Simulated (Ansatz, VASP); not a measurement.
Two plane-wave programs on ZnCu

The input INCAR:

```
PREC = Accurate
ENCUT = 520
EDIFF = 1E-7
ISMEAR = 0
SIGMA = 0.15
LREAL = F
LASPH = T
NELM = 60
ALGO = Fast
ISIF = 2
LWAVE = F
LCHARG = F
GGA = PS
NBANDS = 18
```

The input KPOINTS:

```
Automatic mesh
0
Gamma
  16 16 16
```

File POSCAR:

```
ZnCu
1.0
    2.9450000000      0.0000000000      0.0000000000
    0.0000000000      2.9450000000      0.0000000000
    0.0000000000      0.0000000000      2.9450000000
Zn Cu
1 1
Direct
    0.4779450237      0.4779450237      0.4779450237
    0.0000000000      0.0000000000      0.0000000000
```

Input for Ansatz:

```yaml
crystal:
  lattice:
    - [2.945, 0.0, 0.0]
    - [0.0, 2.945, 0.0]
    - [0.0, 0.0, 2.945]
  atoms:
    - { symbol: Zn, position: [0.4779450237, 0.4779450237, 0.4779450237] }
    - { symbol: Cu, position: [0.0, 0.0, 0.0] }
basis:
  ecutwfc: 420
kpoints:
  mp_grid: { grid: [16, 16, 16] }
hamiltonian:
  xc: pbesol
scf:
  occupations: { method: gaussian, width: 0.15 }
output:
  forces: true
  stress: true
  eigenvalues: true
```

Change from the starting cell: all Zn atoms moved +0.113 Å, as atom 1 towards its neighbour atom 2 (Cu) at 2.550 Å.

Alike in both runs: task single point; functional PBEsol; k mesh 16 × 16 × 16; occupations gaussian, width 0.15 eV; no spin polarisation.

|  | VASP | Ansatz |
| --- | --- | --- |
| version | VASP 6.6.1 | Ansatz 0.2.0 |
| potentials or method | VASP PAW PBE potentials, release 64 (Zn, Cu), cutoff 520 eV | scalar-relativistic, plane waves, PAW |
| valence electrons in the cell | 23 | 31 |

|  | VASP | Ansatz | Ansatz less VASP |
| --- | --- | --- | --- |
| gap on the k mesh at the Fermi level (eV) | none | none | - |
| pressure (GPa) | -3.3 | -4.0 | -0.72 |
| traceless stress, the component that is largest in VASP (GPa) | 0.49 | 0.48 | -0.007 |
| rms of the force components (eV/Å) | 0.302 | 0.298 | -0.0047 |

VASP's potentials were made for PBE, not for PBEsol. Atom by atom the forces differ by 0.005 eV/Å (rms over components). A gap of «none» marks a metal or a gap that the smearing closes. VASP's potentials hold 23 valence electrons a cell and Ansatz's 31, so a difference there can come from the potentials and not from the codes.
